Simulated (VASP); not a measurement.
# La3O: single point with PBE

Crystal: La3O.

```xyz
4
Lattice="6.0236 0.0000 0.0000 -3.0118 5.2166 0.0000 0.0000 0.0000 3.3684" Properties=species:S:1:pos:R:3 pbc="T T T"
La    3.0118    0.0000    0.0000
La   -1.5059    2.6083    0.0000
La    1.5059    2.6083    0.0000
O     0.0000    0.0000    1.6842
```

The cell was generated, and may not be a known phase.

```
Program                : VASP 6.6.1
Task                   : single point
Functional             : PBE
Potentials or basis    : VASP PAW PBE potentials, release 64 (La, O)
Cutoff                 : 520 eV
k mesh                 : 3 × 3 × 6
Occupations            : gaussian, width 0.1 eV
Spin                   : no spin polarisation
Dipole correction      : no
Further INCAR settings : ALGO = Normal; EDIFF = 1e-06; NBANDS = 28
```

The pressure is 0.0 GPa and the band gap on the k mesh is zero (an odd number of electrons rules out a gap without spin polarisation).

Stress tensor (GPa, compression positive):
```
-0.18  0.00  0.00
 0.00 -0.18  0.00
 0.00  0.00  0.23
```

Levels at points of the mesh, in eV from the Fermi level:
| k point | band 17 | band 18 | band 19 | band 20 | band 21 | band 22 | band 23 | band 24 |
| --- | --- | --- | --- | --- | --- | --- | --- | --- |
| (0.00, 0.00, 0.00) | -2.29 | -1.29 | -1.06 | -1.06 | -0.35 | 0.28 | 0.28 | 0.72 |
| (0.00, 0.00, 0.50) | -3.23 | -1.68 | -0.36 | -0.36 | 0.34 | 0.34 | 0.96 | 1.13 |

It took 3.1 min on 1 thread of Intel Xeon 8259CL, on a shared host, peak memory 0.26 GiB.

Caveat: the k points lie up to 0.40 Å⁻¹ apart, too coarse for converged energies and pressures of a metal; spin-orbit coupling is left out, which moves the levels of the heavy elements; an odd number of electrons without spin polarisation forces a metal; a magnetic or distorted state may lie lower.
